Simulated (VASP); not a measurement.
# AlSi40H16Cl3 in VASP: further runs

The runs below take AlSi40H16Cl3 through single point, with PBE.

Program: VASP 6.6.1. These are calculated values, not measurements. Logs are shortened: lines on timing, memory, paths and dates and some standing lists are left out, and cuts for length are marked.

## Step 1: The cell of the first run

The cell holds a slab with vacuum, 60 atoms: a = 7.679 Å, b = 15.358 Å, c = 19.256 Å, α = 90.00°, β = 90.00°, γ = 90.00°.

## Step 2: Single point, PBE

INCAR

```
SYSTEM = AlSi40H16Cl3
PREC = Accurate
ENCUT = 520
EDIFF = 1E-7
ISMEAR = -1
SIGMA = 0.02
LREAL = Auto
LASPH = .TRUE.
NELM = 60
ALGO = Normal
ISIF = 2
LWAVE = .FALSE.
LCHARG = .TRUE.
GGA = PE
LELF = .TRUE.
LVHAR = .TRUE.
NBANDS = 136
```

KPOINTS

```
Automatic mesh
0
G
  1 1 1
  0 0 0
```

POSCAR

```
AlSi40H16Cl3
1.0
    7.6791800000      0.0000000000      0.0000000000
    0.0000000000     15.3583590000      0.0000000000
    0.0000000000      0.0000000000     19.2555000000
H Si Al Cl
16 40 1 3
Direct
    0.4093926695      0.0000000000      0.0519332139
    0.0906086327      0.0000000000      0.0519332139
    0.9093939718      0.0000000000      0.0519332139
    0.5906099349      0.0000000000      0.0519332139
    0.4093926695      0.2500006674      0.0519332139
    0.0906086327      0.2500006674      0.0519332139
    0.9093939718      0.2500006674      0.0519332139
    0.5906099349      0.2500006674      0.0519332139
    0.4093926695      0.5000013348      0.0519332139
    0.0906086327      0.5000013348      0.0519332139
    0.9093939718      0.5000013348      0.0519332139
    0.5906099349      0.5000013348      0.0519332139
    0.4093926695      0.7500020022      0.0519332139
    0.0906086327      0.7500020022      0.0519332139
    0.9093939718      0.7500020022      0.0519332139
    0.5906099349      0.7500020022      0.0519332139
    0.2500006511      0.0000000000      0.0968814105
    0.7500019533      0.0000000000      0.0968814105
    0.2500006511      0.2500006674      0.0968814105
    0.7500019533      0.2500006674      0.0968814105
    0.2500006511      0.5000013348      0.0968814105
    0.7500019533      0.5000013348      0.0968814105
    0.2500006511      0.7500020022      0.0968814105
    0.7500019533      0.7500020022      0.0968814105
    0.2495318511      0.1252998449      0.1672041754
    0.7501191533      0.1255537782      0.1670743424
    0.2499355400      0.3755088678      0.1711614863
    0.7500019533      0.3755088678      0.1710939732
    0.2500006511      0.6255876686      0.1671314689
    0.7499759089      0.6255225575      0.1670743424
    0.2498834511      0.8756208915      0.1711199398
    0.7501582200      0.8756208915      0.1711303264
   -0.0000390667      0.1252152004      0.2338604555
    0.5000924578      0.1253910004      0.2333411233
   -0.0001302222      0.3824887802      0.2453896289
    0.5001315245      0.3820916024      0.2454155955
   -0.0000911556      0.6250277129      0.2334813430
    0.5000664133      0.6250212018      0.2335228896
    0.0001302222      0.8823403594      0.2456233284
    0.5000273467      0.8826789372      0.2453688557
    0.0028128003      0.0117916244      0.3159357067
    0.4982042353      0.0118958021      0.3137441251
   -0.0011980446      0.2459116889      0.3083326842
    0.5010300579      0.2452931332      0.3072576666
   -0.0001953334      0.5113371813      0.3142219106
    0.5001966356      0.5112330035      0.3142426839
    0.0002344000      0.7456851347      0.3076887123
    0.4997669022      0.7458674459      0.3076367791
    0.2531650515      0.0473162530      0.3631118382
    0.7464729307      0.0471925419      0.3605671107
    0.2518888736      0.1857229669      0.3504089741
    0.7476188864      0.1866084782      0.3499467685
    0.2499876289      0.5471938766      0.3627379190
    0.7500410200      0.5470571433      0.3630027784
    0.2500397178      0.6862321684      0.3517696243
    0.7499498644      0.6861800795      0.3517280777
    0.5441205962      0.1048093745      0.4737347771
    0.8198010725      0.0919889944      0.4872010594
    0.4353459614      0.2303826861      0.4841421931
    0.3869553780     -0.0080151792      0.4861935551
```

Potentials or basis: VASP PAW PBE potentials, release 64 (H, Si, Al, Cl).

Run with:

```bash
$ cat potpaw_PBE.64/H/POTCAR potpaw_PBE.64/Si/POTCAR potpaw_PBE.64/Al/POTCAR potpaw_PBE.64/Cl/POTCAR > POTCAR
$ mpirun -np 1 vasp_gam > vasp.out
```

OUTCAR:

```text
SYSTEM = AlSi40H16Cl3
   PREC = Accurate
   ENCUT = 520
   EDIFF = 1E-7
   ISMEAR = -1
   LREAL = Auto
   LASPH = .TRUE.
   NELM = 60
   ISIF = 2
   GGA = PE

 ion  position               nearest neighbor table
   1  0.409  0.000  0.052-  17 1.50
   2  0.091  0.000  0.052-  17 1.50
   3  0.909  0.000  0.052-  18 1.50
   4  0.591  0.000  0.052-  18 1.50
   5  0.409  0.250  0.052-  19 1.50
   6  0.091  0.250  0.052-  19 1.50
[... 8 lines left out ...]
  15  0.909  0.750  0.052-  24 1.50
  16  0.591  0.750  0.052-  24 1.50
  17  0.250  0.000  0.097-   1 1.50   2 1.50  25 2.35  31 2.39
[... 20 lines left out ...]
  38  0.500  0.625  0.234-  30 2.31  29 2.31  46 2.34  48 2.34  56 3.12  55 3.12
  39  0.000  0.882  0.246-  31 2.40  32 2.40  41 2.41  47 2.42
  40  0.500  0.883  0.245-  42 2.38  32 2.40  31 2.40  48 2.42
  41  0.003  0.012  0.316-  49 2.20  50 2.22  33 2.35  39 2.41
  42  0.498  0.012  0.314-  49 2.18  50 2.18  34 2.33  40 2.38
  43  0.999  0.246  0.308-  52 2.28  51 2.30  33 2.34  35 2.42
  44  0.501  0.245  0.307-  52 2.25  51 2.28  34 2.33  36 2.42
  45  1.000  0.511  0.314-  54 2.20  53 2.21  37 2.34  35 2.38
  46  0.500  0.511  0.314-  54 2.21  53 2.21  38 2.34  36 2.39
  47  0.000  0.746  0.308-  55 2.29  56 2.29  37 2.34  39 2.42
  48  0.500  0.746  0.308-  55 2.29  56 2.29  38 2.34  40 2.42
  49  0.253  0.047  0.363-  51 2.14  42 2.18  41 2.20  60 2.72  57 3.21
  50  0.746  0.047  0.361-  52 2.15  42 2.18  41 2.22  58 2.60  57 2.82
  51  0.252  0.186  0.350-  49 2.14  44 2.28  43 2.30  34 3.09  33 3.11
  52  0.748  0.187  0.350-  50 2.15  44 2.25  43 2.28  34 3.09  33 3.10  57 3.11
  53  0.250  0.547  0.363-  55 2.15  45 2.21  46 2.21
  54  0.750  0.547  0.363-  56 2.15  45 2.20  46 2.21
  55  0.250  0.686  0.352-  53 2.15  47 2.29  48 2.29  38 3.12  37 3.12
  56  0.750  0.686  0.352-  54 2.15  47 2.29  48 2.29  38 3.12  37 3.12
  57  0.544  0.105  0.474-  59 2.11  60 2.13  58 2.14  50 2.82  52 3.11  49 3.21
  58  0.820  0.092  0.487-  57 2.14  50 2.60
  59  0.435  0.230  0.484-  57 2.11
  60  0.387  0.992  0.486-  57 2.13  49 2.72

  LATTYP: Found a simple orthorhombic cell.
 ALAT       =     7.6791800000
 B/A-ratio  =     1.9999998698
 C/A-ratio  =     2.5074942898

  Lattice vectors:

 A1 = (   7.6791800000,   0.0000000000,   0.0000000000)
 A2 = (   0.0000000000,  15.3583590000,   0.0000000000)
 A3 = (   0.0000000000,   0.0000000000,  19.2555000000)

Analysis of symmetry for initial positions (statically):
=====================================================================
 Subroutine PRICEL returns:
 Original cell was already a primitive cell.

 Routine SETGRP: Setting up the symmetry group for a
 simple orthorhombic supercell.

 Subroutine GETGRP returns: Found  1 space group operations
 (whereof  1 operations were pure point group operations)
 out of a pool of  8 trial point group operations.

The static configuration has the point symmetry C_1 .

Analysis of symmetry for dynamics (positions and initial velocities):
=====================================================================
 Subroutine PRICEL returns:
 Original cell was already a primitive cell.

 Routine SETGRP: Setting up the symmetry group for a
 simple orthorhombic supercell.

 Subroutine GETGRP returns: Found  1 space group operations
 (whereof  1 operations were pure point group operations)
 out of a pool of  8 trial point group operations.

The dynamic configuration has the point symmetry C_1 .

 Subroutine INISYM returns: Found  1 space group operations
 (whereof  1 operations are pure point group operations),
 and found     1 'primitive' translations

----------------------------------------------------------------------------------------

                                     Primitive cell

  volume of cell :    2270.9860

  direct lattice vectors                    reciprocal lattice vectors
     7.679180000  0.000000000  0.000000000     0.130222237  0.000000000  0.000000000
     0.000000000 15.358359000  0.000000000     0.000000000  0.065111123  0.000000000
[... 129 lines left out ...]

----------------------------------------------------------------------------------------

 KPOINTS: Automatic mesh

Automatic generation of k-mesh.
 Grid dimensions read from file:
 generate k-points for:    1    1    1

 Generating k-lattice:

  Cartesian coordinates                     Fractional coordinates (reciprocal lattice)
     0.130222237  0.000000000  0.000000000     1.000000000  0.000000000  0.000000000
     0.000000000  0.065111123  0.000000000     0.000000000  1.000000000  0.000000000
     0.000000000  0.000000000  0.051933214     0.000000000  0.000000000  1.000000000

  Length of vectors
     0.130222237  0.065111123  0.051933214

  Shift w.r.t. Gamma in fractional coordinates (k-lattice)
     0.000000000  0.000000000  0.000000000

 Subroutine IBZKPT returns following result:
 ===========================================

 Found      1 irreducible k-points:

 Following reciprocal coordinates:
            Coordinates               Weight
  0.000000  0.000000  0.000000      1.000000
   k-points           NKPTS =      1   k-points in BZ     NKDIM =      1   number of bands    NBANDS=    136
   number of dos      NEDOS =    301   number of ions     NIONS =     60
   total plane-waves  NPLWV = ******
   dimension x,y,z NGX =    60 NGY =  120 NGZ =  144
   dimension x,y,z NGXF=   120 NGYF=  240 NGZF=  288
   ions per type =              16  40   1   3
   NGX,Y,Z   is equivalent  to a cutoff of  12.99, 12.99, 12.43 a.u.
   NGXF,Y,Z  is equivalent  to a cutoff of  25.98, 25.98, 24.87 a.u.
 SYSTEM =  AlSi40H16Cl3
   PREC   = accura    normal or accurate (medium, high low for compatibility)
   ISTART =      0    job   : 0-new  1-cont  2-samecut
   ICHARG =      2    charge: 1-file 2-atom 10-const
   ISPIN  =      1    spin polarized calculation?
   LNONCOLLINEAR =      F non collinear calculations
   LSORBIT =      F    spin-orbit coupling
   LASPH  =      T    aspherical Exc in radial PAW
   ENCUT  =  520.0 eV  38.22 Ry    6.18 a.u.  14.28 28.56 35.80*2*pi/ulx,y,z
   NELM   =     60;   NELMIN=  2; NELMDL= -5     # of ELM steps
   EDIFF  = 0.1E-06   stopping-criterion for ELM
   LREAL  =      T    real-space projection
   EDIFFG = 0.1E-05   stopping-criterion for IOM
   NSW    =      0    number of steps for IOM
   IBRION =     -1    ionic relax: 0-MD 1-quasi-New 2-CG
   NFREE  =      0    steps in history (QN), initial steepest desc. (CG)
   ISIF   =      2    stress and relaxation
   ISYM   =      2    0-nonsym 1-usesym 2-fastsym
   POTIM  = 0.5000    time-step for ionic-motion
   TEBEG  =    0.0;   TEEND  =   0.0 temperature during run
   PSTRESS=    0.0 pullay stress
   NELECT =     200.0000    total number of electrons
   NUPDOWN=      -1.0000    fix difference up-down
   EMIN   =  10.00;   EMAX   =-10.00  energy-range for DOS
   EFERMI =   0.00;   METHOD = LEGACY
   ISMEAR =    -1;   SIGMA  =   0.02  broadening in eV -4-tet -1-fermi 0-gaus
   EFERMI_NEDOS =   21; number of points for ismear=-14 and -15
   IALGO  =     38    algorithm
   IMIX   =      4    mixing-type and parameters
     AMIX     =   0.40;   BMIX     =  1.00
     AMIX_MAG =   1.60;   BMIX_MAG =  1.00
  volume/ion in A,a.u.               =      37.85       255.42
  Fermi-wavevector in a.u.,A,eV,Ry     =   0.728361  1.376403  7.218023  0.530510
  Thomas-Fermi vector in A             =   1.819815
   LORBIT       =      0    0 simple, 1 ext, 2 COOP (PROOUT), +10 PAW based schemes
   GGA     = PE    functional components
   LHFCALC =     F    Hartree Fock is set to
   AEXX    =    0.0000 exact exchange contribution
   IVDW    =     0    specifies the selected vdW correction
   LEPSILON=     F    determine dielectric tensor
   LRPA    =     F    only Hartree local field effects (RPA)
 non-spin polarized calculation
  energy-cutoff  :      520.00
  volume of cell :     2270.99
 maximum number of plane-waves:     30530
 NGX is ok and might be reduce to    60
   NGX = 29   NGY = 57   NGZ = 71

 number of electron     200.0000001 magnetization

 Free energy of the ion-electron system (eV)
  ---------------------------------------------------
  ext. energy  EPLUGINS =         0.00000000
  ---------------------------------------------------
  free energy    TOTEN  =      -261.87590960 eV

  energy without entropy =     -261.87590051  energy(sigma->0) =     -261.87590505

 E-fermi :  -0.3638     XC(G=0):  -4.6025

 val. band max:       -0.5963176812   @ k =   0.0000   0.0000   0.0000
 cond. band min:      -0.1314700098   @ k =   0.0000   0.0000   0.0000
 fundamental gap:      0.4648476715
 Fermi energy:        -0.3638442277

 k-point     1 :       0.0000    0.0000    0.0000
  band No.  band energies     occupation
      1     -17.3667      2.00000
      2     -16.9972      2.00000
      3     -16.6871      2.00000
      4     -12.4245      2.00000
      5     -12.1872      2.00000
      6     -11.1964      2.00000
[... 104 lines left out ...]
    111       1.4276      0.00000
    112       1.5386      0.00000
 [bands above 112 left out]

------------------------ aborting loop because EDIFF is reached ----------------------------------------

  FORCE on cell =-STRESS in cart. coord.  units (eV):
  Direction    XX          YY          ZZ          XY          YZ          ZX
  --------------------------------------------------------------------------------------
  -------------------------------------------------------------------------------------
  Total      109.2276184      9.1152099     -4.6227427     -0.6377093     -0.6083715      2.3687737
  in kB       77.0599253      6.4307673     -3.2613382     -0.4499030     -0.4292052      1.6711664
  external PRESSURE =      26.7431181 kB  Pullay stress =       0.0000000 kB

 VOLUME and BASIS-vectors are now :
 -----------------------------------------------------------------------------
  energy-cutoff  :      520.00
  volume of cell :     2270.99
      direct lattice vectors                 reciprocal lattice vectors
     7.679180000  0.000000000  0.000000000     0.130222237  0.000000000  0.000000000
     0.000000000 15.358359000  0.000000000     0.000000000  0.065111123  0.000000000
     0.000000000  0.000000000 19.255500000     0.000000000  0.000000000  0.051933214

 POSITION                                       TOTAL-FORCE (eV/Angst)
 -----------------------------------------------------------------------------------
      3.14380      0.00000      1.00000        -0.970930     -0.053899      0.145677
      0.69580      0.00000      1.00000         0.983388     -0.081671      0.111567
      6.98340      0.00000      1.00000        -0.981712     -0.093922      0.111924
      4.53540      0.00000      1.00000         0.989065     -0.080807      0.121606
      3.14380      3.83960      1.00000        -1.006365      0.089299      0.160005
      0.69580      3.83960      1.00000         1.015882      0.108575      0.135007
[... 52 lines left out ...]
      3.34310      3.53830      9.32240        -0.139269      0.328514      1.032661
      2.97150     15.23526      9.36190        -0.078657     -0.484431      1.241785
 -----------------------------------------------------------------------------------
    total drift:                                0.000605     -0.008688      0.012974

  FREE ENERGIE OF THE ION-ELECTRON SYSTEM (eV)
  ---------------------------------------------------
  free  energy   TOTEN  =      -261.8759096023 eV

  energy  without entropy=     -261.8759005073  energy(sigma->0) =     -261.87590505
```

Wall time 16 min (1 thread of Intel Xeon Platinum 8375C at 2.90GHz (Ice Lake), shared host); peak memory 1.9 GiB.

What came out:

| Quantity | Value |
| --- | --- |
| Free energy | -261.8759 eV |
| Largest force | 2.155 eV/Å |

Forces in eV/Å, atoms in the order of the input:
```
H   -0.971 -0.054  0.146
H    0.983 -0.082  0.112
H   -0.982 -0.094  0.112
H    0.989 -0.081  0.122
H   -1.006  0.089  0.160
H    1.016  0.109  0.135
H   -1.012  0.112  0.138
H    1.023  0.107  0.138
H   -0.980 -0.076  0.127
H    0.977 -0.069  0.118
H   -0.978 -0.066  0.118
H    0.982 -0.073  0.124
H   -1.020  0.118  0.141
H    1.013  0.111  0.134
H   -1.017  0.105  0.132
H    1.021  0.117  0.140
Si  -0.061  0.040  0.152
Si   0.038  0.092  0.156
Si  -0.046  0.043  0.195
Si   0.017  0.060  0.163
Si  -0.020  0.052  0.180
Si   0.011  0.037  0.172
Si  -0.020  0.065  0.164
Si   0.019  0.074  0.165
Si  -0.048 -0.114 -0.278
Si  -0.108 -0.194 -0.303
Si   0.010  0.132  0.159
Si  -0.010  0.146  0.152
Si   0.004 -0.090 -0.186
Si  -0.003 -0.078 -0.184
Si  -0.024  0.126  0.144
Si   0.004  0.118  0.156
Si  -0.045  0.028  0.058
Si   0.065  0.098 -0.185
Si  -0.014 -0.529 -0.203
Si   0.006 -0.541 -0.238
Si   0.004  0.096  0.013
Si  -0.006  0.090  0.027
Si  -0.015 -0.515 -0.154
Si   0.028 -0.612 -0.241
Si   0.099 -0.971 -0.969
Si  -0.160 -0.829 -1.447
Si   0.184  0.412  0.223
Si  -0.216  0.491 -0.331
Si   0.011 -0.710 -1.030
Si  -0.012 -0.741 -1.055
Si  -0.026  0.323  0.081
Si   0.020  0.333  0.066
Si  -0.113 -0.443  0.397
Si   0.043 -0.592  0.143
Si   0.040  1.349 -0.693
Si  -0.288  1.565 -0.978
Si   0.006 -0.625  0.948
Si  -0.011 -0.598  0.971
Si   0.010  1.229 -0.611
Si  -0.010  1.227 -0.637
Al  -0.123  0.178 -1.440
Cl   0.944 -0.340  1.907
Cl  -0.139  0.329  1.033
Cl  -0.079 -0.484  1.242
```

Levels at points of the mesh, in eV from the Fermi level:
```csv
k point,band 96,band 97,band 98,band 99,band 100,band 101,band 102,band 103,band 104,band 105
"(0.00, 0.00, 0.00)",-0.64,-0.63,-0.40,-0.34,-0.23,0.23,0.41,0.77,0.90,1.06
```

Caveat: the k points lie up to 0.82 Å⁻¹ apart, too coarse for converged energies, forces and pressures; there is no dipole correction, which matters where the two faces differ.

(Continued in part 2 of 2.)
